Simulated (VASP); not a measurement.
# SiC in VASP: notebook

The runs below take SiC through single point, with LDA.

All numbers are computed with VASP 6.6.1; they aren't measurements. Logs are shortened: lines on timing, memory, paths and dates and some standing lists are left out, and cuts for length are marked.

## (1) The cell of the first run

The structure is hexagonal, space group P6_3mc (No. 186). Conventional cell: a = 3.056 Å, b = 3.056 Å, c = 4.991 Å, α = 90.00°, β = 90.00°, γ = 120.00°. Within 2.5 Å of Si (site symmetry 3m) lie 4 C at 1.87 to 1.88 Å. Within 2.5 Å of C (site symmetry 3m) lie 4 Si at 1.87 to 1.88 Å.

## (2) Single point, LDA (z stretched by -0.5 %, x and y held)

INCAR

```
SYSTEM = SiC
PREC = Accurate
ENCUT = 520
EDIFF = 1E-6
ISMEAR = 0
SIGMA = 0.01
LREAL = .False.
LASPH = .True.
NELM = 80
ALGO = Normal
ISIF = 2
LWAVE = .False.
LCHARG = .False.
GGA = CA
NBANDS = 16
```

KPOINTS

```
Automatic mesh
0
Gamma
  8 8 4
  0 0 0
```

POSCAR

```
SiC
1.0
    3.0563617626      0.0000000000      0.0000000000
   -1.5281808813      2.6468869296      0.0000000000
    0.0000000000      0.0000000000      4.9908338809
Si C
2 2
Direct
    0.3333333333      0.6666666667      0.0043013425
    0.6666666667      0.3333333333      0.5043013425
    0.3333333333      0.6666666667      0.3806986575
    0.6666666667      0.3333333333      0.8806986575
```

Potentials or basis: VASP PAW LDA potentials, release 64 (Si, C).

Run with:

```sh
> cat potpaw_LDA.64/Si/POTCAR potpaw_LDA.64/C/POTCAR > POTCAR
> mpirun -np 1 vasp_std > vasp.out
```

OUTCAR:

```text
SYSTEM = SiC
   PREC = Accurate
   ENCUT = 520
   EDIFF = 1E-6
   ISMEAR = 0
   LREAL = .False.
   LASPH = .True.
   NELM = 80
   ISIF = 2
   GGA = CA

 ion  position               nearest neighbor table
   1  0.333  0.667  0.004-   4 1.87   4 1.87   4 1.87   3 1.88   2 3.06   2 3.06   2 3.06   2 3.06
                             2 3.06   2 3.06
   2  0.667  0.333  0.504-   3 1.87   3 1.87   3 1.87   4 1.88   1 3.06   1 3.06   1 3.06   1 3.06
                             1 3.06   1 3.06
   3  0.333  0.667  0.381-   2 1.87   2 1.87   2 1.87   1 1.88
   4  0.667  0.333  0.881-   1 1.87   1 1.87   1 1.87   2 1.88

  LATTYP: Found a hexagonal cell.
 ALAT       =     3.0563617626
 C/A-ratio  =     1.6329329669

  Lattice vectors:

 A1 = (   3.0563617626,   0.0000000000,   0.0000000000)
 A2 = (  -1.5281808813,   2.6468869296,   0.0000000000)
 A3 = (   0.0000000000,   0.0000000000,   4.9908338809)

Analysis of symmetry for initial positions (statically):
=====================================================================
 Subroutine PRICEL returns:
 Original cell was already a primitive cell.

 Routine SETGRP: Setting up the symmetry group for a
 hexagonal supercell.

 Subroutine GETGRP returns: Found 12 space group operations
 (whereof  6 operations were pure point group operations)
 out of a pool of 24 trial point group operations.

The static configuration has the point symmetry C_3v.
 The point group associated with its full space group is C_6v.

Analysis of symmetry for dynamics (positions and initial velocities):
=====================================================================
 Subroutine PRICEL returns:
 Original cell was already a primitive cell.

 Routine SETGRP: Setting up the symmetry group for a
 hexagonal supercell.

 Subroutine GETGRP returns: Found 12 space group operations
 (whereof  6 operations were pure point group operations)
 out of a pool of 24 trial point group operations.

The dynamic configuration has the point symmetry C_3v.
 The point group associated with its full space group is C_6v.

 Subroutine INISYM returns: Found 12 space group operations
 (whereof  6 operations are pure point group operations),
 and found     1 'primitive' translations

----------------------------------------------------------------------------------------

                                     Primitive cell

  volume of cell :      40.3751

  direct lattice vectors                    reciprocal lattice vectors
     3.056361763  0.000000000  0.000000000     0.327186399  0.188901156  0.000000000
    -1.528180881  2.646886930  0.000000000     0.000000000  0.377802311  0.000000000
     0.000000000  0.000000000  4.990833881     0.000000000  0.000000000  0.200367318

  length of vectors
     3.056361763  3.056361763  4.990833881     0.377802311  0.377802311  0.200367318

  position of ions in fractional coordinates (direct lattice)
     0.333333333  0.666666667  0.004301342
     0.666666667  0.333333333  0.504301342
     0.333333333  0.666666667  0.380698657
     0.666666667  0.333333333  0.880698657

  ion indices of the primitive-cell ions
   primitive index   ion index
                 1           1
                 2           2
                 3           3
                 4           4

----------------------------------------------------------------------------------------

 KPOINTS: Automatic mesh

Automatic generation of k-mesh.
 Grid dimensions read from file:
 generate k-points for:    8    8    4

 Generating k-lattice:

  Cartesian coordinates                     Fractional coordinates (reciprocal lattice)
     0.040898300  0.023612644  0.000000000     0.125000000  0.000000000  0.000000000
     0.000000000  0.047225289  0.000000000     0.000000000  0.125000000  0.000000000
     0.000000000  0.000000000  0.050091830     0.000000000  0.000000000  0.250000000

  Length of vectors
     0.047225289  0.047225289  0.050091830

  Shift w.r.t. Gamma in fractional coordinates (k-lattice)
     0.000000000  0.000000000  0.000000000

 Subroutine IBZKPT returns following result:
 ===========================================

 Found     30 irreducible k-points:

 Following reciprocal coordinates:
            Coordinates               Weight
  0.000000  0.000000  0.000000      1.000000
  0.125000 -0.000000  0.000000      6.000000
  0.250000 -0.000000  0.000000      6.000000
  0.375000 -0.000000  0.000000      6.000000
  0.500000 -0.000000  0.000000      3.000000
  0.125000  0.125000  0.000000      6.000000
[... 16 lines left out ...]
  0.250000 -0.000000  0.500000      6.000000
  0.375000 -0.000000  0.500000      6.000000
 [... further k-points ...]
   k-points           NKPTS =     30   k-points in BZ     NKDIM =     30   number of bands    NBANDS=     16
   number of dos      NEDOS =    301   number of ions     NIONS =      4
   total plane-waves  NPLWV =  23040
   dimension x,y,z NGX =    24 NGY =   24 NGZ =   40
   dimension x,y,z NGXF=    48 NGYF=   48 NGZF=   80
   ions per type =               2   2
   NGX,Y,Z   is equivalent  to a cutoff of  13.05, 13.05, 13.32 a.u.
   NGXF,Y,Z  is equivalent  to a cutoff of  26.11, 26.11, 26.65 a.u.
 SYSTEM =  SiC
   PREC   = accura    normal or accurate (medium, high low for compatibility)
   ISTART =      0    job   : 0-new  1-cont  2-samecut
   ICHARG =      2    charge: 1-file 2-atom 10-const
   ISPIN  =      1    spin polarized calculation?
   LNONCOLLINEAR =      F non collinear calculations
   LSORBIT =      F    spin-orbit coupling
   LASPH  =      T    aspherical Exc in radial PAW
   ENCUT  =  520.0 eV  38.22 Ry    6.18 a.u.   5.68  5.68  9.28*2*pi/ulx,y,z
   NELM   =     80;   NELMIN=  2; NELMDL= -5     # of ELM steps
   EDIFF  = 0.1E-05   stopping-criterion for ELM
   LREAL  =      F    real-space projection
   EDIFFG = 0.1E-04   stopping-criterion for IOM
   NSW    =      0    number of steps for IOM
   IBRION =     -1    ionic relax: 0-MD 1-quasi-New 2-CG
   NFREE  =      0    steps in history (QN), initial steepest desc. (CG)
   ISIF   =      2    stress and relaxation
   ISYM   =      2    0-nonsym 1-usesym 2-fastsym
   POTIM  = 0.5000    time-step for ionic-motion
   TEBEG  =    0.0;   TEEND  =   0.0 temperature during run
   PSTRESS=    0.0 pullay stress
   NELECT =      16.0000    total number of electrons
   NUPDOWN=      -1.0000    fix difference up-down
   EMIN   =  10.00;   EMAX   =-10.00  energy-range for DOS
   EFERMI =   0.00;   METHOD = LEGACY
   ISMEAR =     0;   SIGMA  =   0.01  broadening in eV -4-tet -1-fermi 0-gaus
   EFERMI_NEDOS =   21; number of points for ismear=-14 and -15
   IALGO  =     38    algorithm
   IMIX   =      4    mixing-type and parameters
     AMIX     =   0.40;   BMIX     =  1.00
     AMIX_MAG =   1.60;   BMIX_MAG =  1.00
  volume/ion in A,a.u.               =      10.09        68.12
  Fermi-wavevector in a.u.,A,eV,Ry     =   1.202478  2.272354 19.673383  1.445953
  Thomas-Fermi vector in A             =   2.338258
   LORBIT       =      0    0 simple, 1 ext, 2 COOP (PROOUT), +10 PAW based schemes
   GGA     = CA    functional components
   LHFCALC =     F    Hartree Fock is set to
   AEXX    =    0.0000 exact exchange contribution
   IVDW    =     0    specifies the selected vdW correction
   LEPSILON=     F    determine dielectric tensor
   LRPA    =     F    only Hartree local field effects (RPA)
 non-spin polarized calculation
 Gauss-broadening in eV      SIGMA  =   0.01
  energy-cutoff  :      520.00
  volume of cell :       40.38
 maximum number of plane-waves:      1105
 NGX is ok and might be reduce to    24
   NGX = 11   NGY = 11   NGZ = 19

 number of electron      15.9999998 magnetization

 Free energy of the ion-electron system (eV)
  ---------------------------------------------------
  ext. energy  EPLUGINS =         0.00000000
  ---------------------------------------------------
  free energy    TOTEN  =       -33.27282362 eV

  energy without entropy =      -33.27282362  energy(sigma->0) =      -33.27282362

 E-fermi :   8.5288     XC(G=0): -11.6538

 val. band max:        8.4801310800   @ k =   0.0000   0.0000   0.0000
 cond. band min:      10.8885545523   @ k =   0.3750   0.2500   0.0000
 fundamental gap:      2.4084234722
 Fermi energy:         8.5288247921

 k-point     1 :       0.0000    0.0000    0.0000
  band No.  band energies     occupation
      1      -7.1803      2.00000
      2      -3.4328      2.00000
      3      -0.3462      2.00000
      4       7.1294      2.00000
      5       7.1294      2.00000
      6       8.4164      2.00000
[... 8 lines left out ...]
     15      17.4922      0.00000
     16      19.8785      0.00000

 k-point     2 :       0.1250   -0.0000    0.0000
  band No.  band energies     occupation
      1      -6.9047      2.00000
      2      -3.1983      2.00000
      3      -0.0914      2.00000
      4       5.7405      2.00000
      5       6.6862      2.00000
      6       7.5406      2.00000
[... 8 lines left out ...]
     15      18.1016      0.00000
     16      18.3580      0.00000

 k-point     3 :       0.2500   -0.0000    0.0000
  band No.  band energies     occupation
      1      -6.0947      2.00000
      2      -2.5494      2.00000
      3       0.6134      2.00000
      4       3.2792      2.00000
      5       5.5611      2.00000
      6       5.8982      2.00000
[... 8 lines left out ...]
     15      18.6171      0.00000
     16      19.2934      0.00000

 k-point     4 :       0.3750   -0.0000    0.0000
  band No.  band energies     occupation
      1      -4.8322      2.00000
      2      -1.8846      2.00000
      3       0.7923      2.00000
      4       2.1803      2.00000
      5       3.4856      2.00000
      6       5.3019      2.00000
[... 8 lines left out ...]
     15      19.8283      0.00000
     16      20.6404      0.00000

 k-point     5 :       0.5000   -0.0000    0.0000
  band No.  band energies     occupation
      1      -3.7524      2.00000
      2      -2.2650      2.00000
      3       0.7070      2.00000
      4       2.1860      2.00000
      5       2.9650      2.00000
      6       5.0881      2.00000
[... 8 lines left out ...]
     15      18.9815      0.00000
     16      21.0062      0.00000

 k-point     6 :       0.1250    0.1250    0.0000
  band No.  band energies     occupation
      1      -6.3613      2.00000
      2      -2.7535      2.00000
      3       0.3948      2.00000
      4       4.2184      2.00000
      5       5.3676      2.00000
      6       6.6211      2.00000
[... 8 lines left out ...]
     15      18.3954      0.00000
     16      18.7742      0.00000
[... 267 lines left out ...]
 k-point    21 :       0.0000    0.0000    0.5000
  band No.  band energies     occupation
      1      -5.9467      2.00000
      2      -5.9467      2.00000
      3       4.0763      2.00000
      4       4.0763      2.00000
      5       7.7500      2.00000
      6       7.7500      2.00000
[... 8 lines left out ...]
     15      17.7444      0.00000
     16      17.7444      0.00000

 k-point    22 :       0.1250   -0.0000    0.5000
  band No.  band energies     occupation
      1      -5.6788      2.00000
      2      -5.6788      2.00000
      3       4.1472      2.00000
      4       4.1472      2.00000
      5       6.6645      2.00000
      6       6.6645      2.00000
[... 8 lines left out ...]
     15      18.1940      0.00000
     16      18.1940      0.00000

 k-point    23 :       0.2500   -0.0000    0.5000
  band No.  band energies     occupation
      1      -4.8967      2.00000
      2      -4.8967      2.00000
      3       3.4387      2.00000
      4       3.4387      2.00000
      5       5.5166      2.00000
      6       5.5166      2.00000
[... 8 lines left out ...]
     15      18.9298      0.00000
     16      18.9298      0.00000

 k-point    24 :       0.3750   -0.0000    0.5000
  band No.  band energies     occupation
      1      -3.7140      2.00000
      2      -3.7140      2.00000
      3       1.3597      2.00000
      4       1.3597      2.00000
      5       5.8815      2.00000
      6       5.8815      2.00000
[... 8 lines left out ...]
     15      20.1616      0.00000
     16      20.1616      0.00000

 [... further k-points ...]
[... 5 lines left out ...]
  --------------------------------------------------------------------------------------
  -------------------------------------------------------------------------------------
  Total        0.1789742      0.1789742      0.8174707      0.0000000      0.0000000      0.0000000
  in kB        7.1021152      7.1021152     32.4391555      0.0000000      0.0000000      0.0000000
  external PRESSURE =      15.5477953 kB  Pullay stress =       0.0000000 kB

 VOLUME and BASIS-vectors are now :
 -----------------------------------------------------------------------------
  energy-cutoff  :      520.00
  volume of cell :       40.38
      direct lattice vectors                 reciprocal lattice vectors
     3.056361763  0.000000000  0.000000000     0.327186399  0.188901156  0.000000000
    -1.528180881  2.646886930  0.000000000     0.000000000  0.377802311  0.000000000
     0.000000000  0.000000000  4.990833881     0.000000000  0.000000000  0.200367318

 POSITION                                       TOTAL-FORCE (eV/Angst)
 -----------------------------------------------------------------------------------
     -0.00000      1.76459      0.02147        -0.000000      0.000000     -0.000111
      1.52818      0.88230      2.51688        -0.000000      0.000000     -0.000111
     -0.00000      1.76459      1.90000         0.000000     -0.000000      0.000111
      1.52818      0.88230      4.39542         0.000000      0.000000      0.000111
 -----------------------------------------------------------------------------------
    total drift:                               -0.000000      0.000000     -0.000126

  FREE ENERGIE OF THE ION-ELECTRON SYSTEM (eV)
  ---------------------------------------------------
  free  energy   TOTEN  =       -33.2728236182 eV

  energy  without entropy=      -33.2728236182  energy(sigma->0) =      -33.27282362
```

Run time: 7 s. Hardware: 1 thread of AMD EPYC 9R45 (Zen 5), shared host; peak memory 0.11 GiB.

Results:

```
Free energy            : -33.2728 eV
Pressure               : 1.6 GPa
Band gap on the k mesh : 2.41 eV, indirect (least direct gap 3.88 eV)
```

Levels at points of the mesh, in eV from the valence-band top:
| k point | band 5 | band 6 | band 7 | band 8 | band 9 | band 10 | band 11 | band 12 |
| --- | --- | --- | --- | --- | --- | --- | --- | --- |
| (0.00, 0.00, 0.00) | -1.35 | -0.06 | 0.00 | 0.00 | 4.90 | 6.57 | 6.67 | 6.67 |
| (0.50, 0.00, 0.00) | -5.52 | -3.39 | -3.37 | -1.19 | 2.69 | 4.22 | 7.00 | 7.13 |
| (0.00, 0.00, 0.50) | -0.73 | -0.73 | -0.73 | -0.73 | 5.99 | 5.99 | 7.35 | 7.35 |
| (0.50, 0.00, 0.50) | -2.49 | -2.49 | -2.31 | -2.31 | 3.29 | 3.29 | 5.28 | 5.28 |

Caveat: the cell differs from its parent crystal (z stretched by -0.5 %, x and y held). A k mesh can miss the band edges.

## (3) Single point, LDA

This run uses another cell than the first one, of 10.30 Å³/atom, 1.020 times its volume.

INCAR

```
SYSTEM = SiC
PREC = Accurate
ENCUT = 520
EDIFF = 1E-7
ISMEAR = 0
SIGMA = 0.01
LREAL = .FALSE.
LASPH = .TRUE.
NELM = 80
ALGO = Normal
ISIF = 2
LWAVE = .FALSE.
LCHARG = .FALSE.
NBANDS = 16
```

KPOINTS

```
regular mesh
0
G
  8 8 4
  0 0 0
```

POSCAR

```
SiC
1.0
    3.0716435714      0.0000000000      0.0000000000
   -1.5358217857      2.6601213642      0.0000000000
    0.0000000000      0.0000000000      5.0409930154
Si C
2 2
Direct
    0.3333333333      0.6666666667      0.0045683948
    0.6666666667      0.3333333333      0.5045683948
    0.3333333333      0.6666666667      0.3804316052
    0.6666666667      0.3333333333      0.8804316052
```

Potentials or basis: VASP PAW LDA potentials, release 64 (Si, C).

Run with:

```sh
> cat potpaw_LDA.64/Si/POTCAR potpaw_LDA.64/C/POTCAR > POTCAR
> mpirun -np 1 vasp_std > vasp.out
```

It took 7.9 s on 1 thread of AMD EPYC 9R45 (Zen 5), shared host; peak memory 0.11 GiB.

It converged, with:

```
Free energy            : -33.2706 eV
Pressure               : -2.9 GPa
Band gap on the k mesh : 2.40 eV, indirect (least direct gap 3.88 eV)
```

Levels at points of the mesh, in eV from the valence-band top:
| k point | band 5 | band 6 | band 7 | band 8 | band 9 | band 10 | band 11 | band 12 |
| --- | --- | --- | --- | --- | --- | --- | --- | --- |
| (0.00, 0.00, 0.00) | -1.32 | -0.11 | 0.00 | 0.00 | 4.80 | 6.27 | 6.58 | 6.58 |
| (0.50, 0.00, 0.00) | -5.46 | -3.33 | -3.33 | -1.20 | 2.68 | 4.15 | 6.84 | 7.05 |
| (0.00, 0.00, 0.50) | -0.71 | -0.71 | -0.71 | -0.71 | 5.87 | 5.87 | 7.27 | 7.27 |
| (0.50, 0.00, 0.50) | -2.45 | -2.45 | -2.33 | -2.33 | 3.22 | 3.22 | 5.17 | 5.17 |

(Continued in part 2 of 2.)
